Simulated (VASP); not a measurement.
# Ta (I4/mmm) in VASP: a series of runs

Runs on Ta. Level: PBE. Tasks: single point.

All numbers are computed with VASP 6.6.1; they aren't measurements. Logs are shortened: lines on timing, memory, paths and dates and some standing lists are left out, and cuts for length are marked.

## Step 1: The cell of the first run

Symmetry: I4/mmm, No. 139, tetragonal system. Conventional cell: a = 3.038 Å, b = 3.038 Å, c = 3.303 Å, α = 90.00°, β = 90.00°, γ = 90.00°. Within 3.6 Å of Ta (site symmetry 4/mmm) lie 14 Ta at 2.71 to 3.30 Å.

## Step 2: Single point, PBE (strain -0.080 along x and y, +0.000 along z)

INCAR reads:

```
ALGO = Normal
EDIFF = 1E-6
ENCUT = 520
GGA = PE
ISIF = 2
ISMEAR = 0
LASPH = True
LCHARG = False
LREAL = False
LWAVE = False
NBANDS = 12
NELM = 60
PREC = Accurate
SIGMA = 0.15
```

KPOINTS reads:

```
k-points
0
Gamma
  20 20 20
```

POSCAR reads:

```
Ta
1.0
   -1.5191776000      1.5191776000      1.6512800000
    1.5191776000     -1.5191776000      1.6512800000
    1.5191776000      1.5191776000     -1.6512800000
Ta
1
Direct
    0.0000000000      0.0000000000      0.0000000000
```

Potentials or basis: VASP PAW PBE potentials, release 64 (Ta_pv).

Started as:

```bash
$ cat potpaw_PBE.64/Ta_pv/POTCAR > POTCAR
$ mpirun -np 1 vasp_std > vasp.out
```

OUTCAR:

```text
EDIFF = 1E-6
   ENCUT = 520
   GGA = PE
   ISIF = 2
   ISMEAR = 0
   LASPH = True
   LREAL = False
   NELM = 60
   PREC = Accurate

 ion  position               nearest neighbor table
   1  0.000  0.000  0.000-

  LATTYP: Found a body centered tetragonal cell.
 ALAT       =     3.0383552000
 C/A-ratio  =     1.0869565217

  Lattice vectors:

 A1 = (  -1.5191776000,   1.5191776000,   1.6512800000)
 A2 = (   1.5191776000,  -1.5191776000,   1.6512800000)
 A3 = (   1.5191776000,   1.5191776000,  -1.6512800000)

Analysis of symmetry for initial positions (statically):
=====================================================================
 Subroutine PRICEL returns:
 Original cell was already a primitive cell.

 Routine SETGRP: Setting up the symmetry group for a
 body centered tetragonal supercell.

 Subroutine GETGRP returns: Found 16 space group operations
 (whereof 16 operations were pure point group operations)
 out of a pool of 16 trial point group operations.

The static configuration has the point symmetry D_4h.

Analysis of symmetry for dynamics (positions and initial velocities):
=====================================================================
 Subroutine PRICEL returns:
 Original cell was already a primitive cell.

 Routine SETGRP: Setting up the symmetry group for a
 body centered tetragonal supercell.

 Subroutine GETGRP returns: Found 16 space group operations
 (whereof 16 operations were pure point group operations)
 out of a pool of 16 trial point group operations.

The dynamic configuration has the point symmetry D_4h.

 Subroutine INISYM returns: Found 16 space group operations
 (whereof 16 operations are pure point group operations),
 and found     1 'primitive' translations

----------------------------------------------------------------------------------------

                                     Primitive cell

  volume of cell :      15.2440

  direct lattice vectors                    reciprocal lattice vectors
    -1.519177600  1.519177600  1.651280000     0.000000000  0.329125443  0.302795407
     1.519177600 -1.519177600  1.651280000     0.329125443  0.000000000  0.302795407
     1.519177600  1.519177600 -1.651280000     0.329125443  0.329125443  0.000000000

  length of vectors
     2.709709726  2.709709726  2.709709726     0.447223228  0.447223228  0.465453665

  position of ions in fractional coordinates (direct lattice)
     0.000000000  0.000000000  0.000000000

  ion indices of the primitive-cell ions
   primitive index   ion index
                 1           1

----------------------------------------------------------------------------------------

 KPOINTS: k-points

Automatic generation of k-mesh.
 Grid dimensions read from file:
 generate k-points for:   20   20   20

 Generating k-lattice:

  Cartesian coordinates                     Fractional coordinates (reciprocal lattice)
     0.000000000  0.016456272  0.015139770     0.050000000 -0.000000000  0.000000000
     0.016456272  0.000000000  0.015139770    -0.000000000  0.050000000  0.000000000
     0.016456272  0.016456272  0.000000000     0.000000000  0.000000000  0.050000000

  Length of vectors
     0.022361161  0.022361161  0.023272683

  Shift w.r.t. Gamma in fractional coordinates (k-lattice)
     0.000000000  0.000000000  0.000000000

 Subroutine IBZKPT returns following result:
 ===========================================

 Found    641 irreducible k-points:

 Following reciprocal coordinates:
            Coordinates               Weight
  0.000000  0.000000  0.000000      1.000000
  0.050000  0.000000 -0.000000      8.000000
  0.100000  0.000000 -0.000000      8.000000
  0.150000  0.000000  0.000000      8.000000
  0.200000  0.000000 -0.000000      8.000000
  0.250000  0.000000 -0.000000      8.000000
[... 16 lines left out ...]
 -0.400000  0.050000  0.000000     16.000000
 -0.350000  0.050000  0.000000     16.000000
 [... further k-points ...]
   k-points           NKPTS =    641   k-points in BZ     NKDIM =    641   number of bands    NBANDS=     12
   number of dos      NEDOS =    301   number of ions     NIONS =      1
   total plane-waves  NPLWV =   8000
   dimension x,y,z NGX =    20 NGY =   20 NGZ =   20
   dimension x,y,z NGXF=    40 NGYF=   40 NGZF=   40
   ions per type =               1
   NGX,Y,Z   is equivalent  to a cutoff of  12.27, 12.27, 12.27 a.u.
   NGXF,Y,Z  is equivalent  to a cutoff of  24.54, 24.54, 24.54 a.u.
 SYSTEM =  unknown system
   PREC   = accura    normal or accurate (medium, high low for compatibility)
   ISTART =      0    job   : 0-new  1-cont  2-samecut
   ICHARG =      2    charge: 1-file 2-atom 10-const
   ISPIN  =      1    spin polarized calculation?
   LNONCOLLINEAR =      F non collinear calculations
   LSORBIT =      F    spin-orbit coupling
   LASPH  =      T    aspherical Exc in radial PAW
   ENCUT  =  520.0 eV  38.22 Ry    6.18 a.u.   5.04  5.04  5.04*2*pi/ulx,y,z
   NELM   =     60;   NELMIN=  2; NELMDL= -5     # of ELM steps
   EDIFF  = 0.1E-05   stopping-criterion for ELM
   LREAL  =      F    real-space projection
   EDIFFG = 0.1E-04   stopping-criterion for IOM
   NSW    =      0    number of steps for IOM
   IBRION =     -1    ionic relax: 0-MD 1-quasi-New 2-CG
   NFREE  =      0    steps in history (QN), initial steepest desc. (CG)
   ISIF   =      2    stress and relaxation
   ISYM   =      2    0-nonsym 1-usesym 2-fastsym
   POTIM  = 0.5000    time-step for ionic-motion
   TEBEG  =    0.0;   TEEND  =   0.0 temperature during run
   PSTRESS=    0.0 pullay stress
   NELECT =      11.0000    total number of electrons
   NUPDOWN=      -1.0000    fix difference up-down
   EMIN   =  10.00;   EMAX   =-10.00  energy-range for DOS
   EFERMI =   0.00;   METHOD = LEGACY
   ISMEAR =     0;   SIGMA  =   0.15  broadening in eV -4-tet -1-fermi 0-gaus
   EFERMI_NEDOS =   21; number of points for ismear=-14 and -15
   IALGO  =     38    algorithm
   IMIX   =      4    mixing-type and parameters
     AMIX     =   0.40;   BMIX     =  1.00
     AMIX_MAG =   1.60;   BMIX_MAG =  1.00
  volume/ion in A,a.u.               =      15.24       102.87
  Fermi-wavevector in a.u.,A,eV,Ry     =   1.468384  2.774844 29.336243  2.156153
  Thomas-Fermi vector in A             =   2.583889
   LORBIT       =      0    0 simple, 1 ext, 2 COOP (PROOUT), +10 PAW based schemes
   GGA     = PE    functional components
   LHFCALC =     F    Hartree Fock is set to
   AEXX    =    0.0000 exact exchange contribution
   IVDW    =     0    specifies the selected vdW correction
   LEPSILON=     F    determine dielectric tensor
   LRPA    =     F    only Hartree local field effects (RPA)
 non-spin polarized calculation
 Gauss-broadening in eV      SIGMA  =   0.15
  energy-cutoff  :      520.00
  volume of cell :       15.24
 maximum number of plane-waves:       426
   NGX = 11   NGY = 11   NGZ = 11

 number of electron      11.0000000 magnetization

 Free energy of the ion-electron system (eV)
  ---------------------------------------------------
  ext. energy  EPLUGINS =         0.00000000
  ---------------------------------------------------
  free energy    TOTEN  =       -11.36306636 eV

  energy without entropy =      -11.34986107  energy(sigma->0) =      -11.35646372

 E-fermi :   6.9641     XC(G=0): -13.4951

 val. band max:        6.9632929456   @ k =  -0.1000   0.1000   0.0500
 cond. band min:       6.9668697417   @ k =  -0.0500   0.1500   0.0500
 fundamental gap:      0.0035767961
 Fermi energy:         6.9640628860

 k-point     1 :       0.0000    0.0000    0.0000
  band No.  band energies     occupation
      1     -25.4671      2.00000
      2     -25.4577      2.00000
      3     -25.4577      2.00000
      4      -1.5860      2.00000
      5       7.3007      0.00151
      6       7.3007      0.00151
      7       8.5200      0.00000
      8      10.5825      0.00000
      9      12.2909      0.00000
     10      21.7386      0.00000
     11      22.1873      0.00000
     12      23.3845      0.00000

 k-point     2 :       0.0500    0.0000   -0.0000
  band No.  band energies     occupation
      1     -25.5183      2.00000
      2     -25.4723      2.00000
      3     -25.4625      2.00000
      4      -1.4492      2.00000
      5       7.2840      0.00256
      6       7.3325      0.00051
      7       8.5311      0.00000
      8      10.4859      0.00000
      9      12.2181      0.00000
     10      22.0133      0.00000
     11      22.1871      0.00000
     12      23.6113      0.00000

 k-point     3 :       0.1000    0.0000   -0.0000
  band No.  band energies     occupation
      1     -25.6776      2.00000
      2     -25.5143      2.00000
      3     -25.4634      2.00000
      4      -1.0548      2.00000
      5       7.2089      0.02098
      6       7.3250      0.00067
      7       8.6830      0.00000
      8      10.2684      0.00000
      9      12.0602      0.00000
     10      22.1868      0.00000
     11      22.6607      0.00000
     12      24.2811      0.00000

 k-point     4 :       0.1500    0.0000    0.0000
  band No.  band energies     occupation
      1     -25.9195      2.00000
      2     -25.5792      2.00000
      3     -25.4642      2.00000
      4      -0.4515      2.00000
      5       7.0301      0.53370
      6       7.1291      0.11963
      7       9.1611      0.00000
      8      10.1052      0.00000
      9      11.9128      0.00000
     10      22.1861      0.00000
     11      23.2705      0.00000
     12      25.1925      0.00000

 k-point     5 :       0.2000    0.0000   -0.0000
  band No.  band energies     occupation
      1     -26.2137      2.00000
      2     -25.6599      2.00000
      3     -25.4653      2.00000
      4       0.2733      2.00000
      5       6.7800      1.91737
      6       6.7909      1.89747
      7       9.9573      0.00000
      8      10.1220      0.00000
      9      11.8356      0.00000
     10      22.1849      0.00000
     11      23.3577      0.00000
     12      25.9650      0.00000
[... 228 lines left out ...]
      1     -27.4413      2.00000
      2     -26.0381      2.00000
      3     -25.4930      2.00000
      4       1.8669      2.00000
      5       5.3122      2.00000
      6       8.9093      0.00000
      7      10.5949      0.00000
      8      13.0794      0.00000
      9      16.2647      0.00000
     10      20.0285      0.00000
     11      21.2124      0.00000
     12      22.2271      0.00000

 k-point    22 :      -0.4500    0.0500    0.0000
  band No.  band energies     occupation
      1     -27.3603      2.00000
      2     -26.0099      2.00000
      3     -25.4950      2.00000
      4       1.8994      2.00000
      5       5.4018      2.00000
      6       8.3263      0.00000
      7      10.6769      0.00000
      8      12.9815      0.00000
      9      15.4874      0.00000
     10      20.3235      0.00000
     11      21.7058      0.00000
     12      22.2589      0.00000

 k-point    23 :      -0.4000    0.0500    0.0000
  band No.  band energies     occupation
      1     -27.2007      2.00000
      2     -25.9569      2.00000
      3     -25.4963      2.00000
      4       1.9108      2.00000
      5       5.5853      2.00000
      6       7.5601      0.00000
      7      10.5991      0.00000
      8      12.7554      0.00000
      9      14.2961      0.00000
     10      20.9406      0.00000
     11      22.1443      0.00000
     12      22.8155      0.00000

 k-point    24 :      -0.3500    0.0500    0.0000
  band No.  band energies     occupation
      1     -26.9742      2.00000
      2     -25.8836      2.00000
      3     -25.4966      2.00000
      4       1.7860      2.00000
      5       5.8549      2.00000
      6       6.8923      1.50155
      7      10.4323      0.00000
      8      12.4383      0.00000
      9      12.9932      0.00000
     10      21.7863      0.00000
     11      22.1809      0.00000
     12      24.0889      0.00000

 [... further k-points ...]

------------------------ aborting loop because EDIFF is reached ----------------------------------------

  FORCE on cell =-STRESS in cart. coord.  units (eV):
  Direction    XX          YY          ZZ          XY          YZ          ZX
  --------------------------------------------------------------------------------------
  -------------------------------------------------------------------------------------
  Total        5.3170722      5.3170722      3.9633087      0.0000000      0.0000000      0.0000000
  in kB      558.8372348    558.8372348    416.5533886      0.0000000      0.0000000      0.0000000
  external PRESSURE =     511.4092861 kB  Pullay stress =       0.0000000 kB

 VOLUME and BASIS-vectors are now :
 -----------------------------------------------------------------------------
  energy-cutoff  :      520.00
  volume of cell :       15.24
      direct lattice vectors                 reciprocal lattice vectors
    -1.519177600  1.519177600  1.651280000     0.000000000  0.329125443  0.302795407
     1.519177600 -1.519177600  1.651280000     0.329125443  0.000000000  0.302795407
     1.519177600  1.519177600 -1.651280000     0.329125443  0.329125443  0.000000000

 POSITION                                       TOTAL-FORCE (eV/Angst)
 -----------------------------------------------------------------------------------
      0.00000      0.00000      0.00000        -0.000000      0.000000      0.000000
 -----------------------------------------------------------------------------------
    total drift:                                0.000000     -0.000000      0.000000

  FREE ENERGIE OF THE ION-ELECTRON SYSTEM (eV)
  ---------------------------------------------------
  free  energy   TOTEN  =       -11.3630663620 eV

  energy  without entropy=      -11.3498610739  energy(sigma->0) =      -11.35646372
```

It took 34 s on 1 thread of Intel Xeon 6975P-C (Granite Rapids), shared host; peak memory 0.22 GiB.

What came out:

```
Free energy            : -11.3631 eV
Pressure               : 51.1 GPa
Band gap on the k mesh : zero (an odd number of electrons rules out a gap without spin polarisation)
```

Caveat: the cell differs from its parent crystal (strain -0.080 along x and y, +0.000 along z); the cell stands under pressure; spin-orbit coupling is left out, which moves the levels of the heavy elements.

## Step 3: Single point, PBE (strain -0.080 along x and y, +0.040 along z)

INCAR reads:

```
SYSTEM = Ta
PREC = Accurate
ENCUT = 520
EDIFF = 1E-7
ISMEAR = 0
SIGMA = 0.15
LREAL = .FALSE.
LASPH = .TRUE.
NELM = 80
ALGO = Normal
ISIF = 2
LWAVE = .FALSE.
LCHARG = .FALSE.
GGA = PE
NBANDS = 12
```

KPOINTS reads:

```
regular mesh
0
G
  20 20 20
  0 0 0
```

POSCAR reads:

```
Ta
1.0
   -1.5191776000      1.5191776000      1.7173312000
    1.5191776000     -1.5191776000      1.7173312000
    1.5191776000      1.5191776000     -1.7173312000
Ta
1
Direct
    0.0000000000      0.0000000000      0.0000000000
```

Potentials or basis: VASP PAW PBE potentials, release 64 (Ta_pv).

Started as:

```bash
$ cat potpaw_PBE.64/Ta_pv/POTCAR > POTCAR
$ mpirun -np 1 vasp_std > vasp.out
```

It took 36 s on 1 thread of Intel Xeon 6975P-C (Granite Rapids), shared host; peak memory 0.22 GiB.

It converged, with:

```yaml
Free_energy: -11.4921 eV
Pressure: 38.4 GPa
Band_gap_on_the_k_mesh: zero (an odd number of electrons rules out a gap without spin polarisation)
```

Stress tensor (GPa, compression positive):
```
44.36  0.00  0.00
 0.00 44.36  0.00
 0.00  0.00 26.48
```

Levels at points of the mesh, in eV from the Fermi level:
```csv
k point,band 3,band 4,band 5,band 6,band 7,band 8
"(0.00, 0.00, 0.00)",-32.63,-8.47,0.24,0.24,1.91,3.05
"(0.50, 0.00, 0.00)",-32.66,-5.06,-1.35,1.92,2.86,5.97
"(0.50, 0.50, 0.00)",-32.80,-5.11,-3.09,2.93,5.94,6.44
"(0.50, 0.50, 0.50)",-33.67,-4.93,-4.48,7.52,7.77,8.08
```

Caveat: the cell differs from its parent crystal (strain -0.080 along x and y, +0.040 along z); the cell stands under pressure; spin-orbit coupling is left out, which moves the levels of the heavy elements.

[end of part 1 of 2]
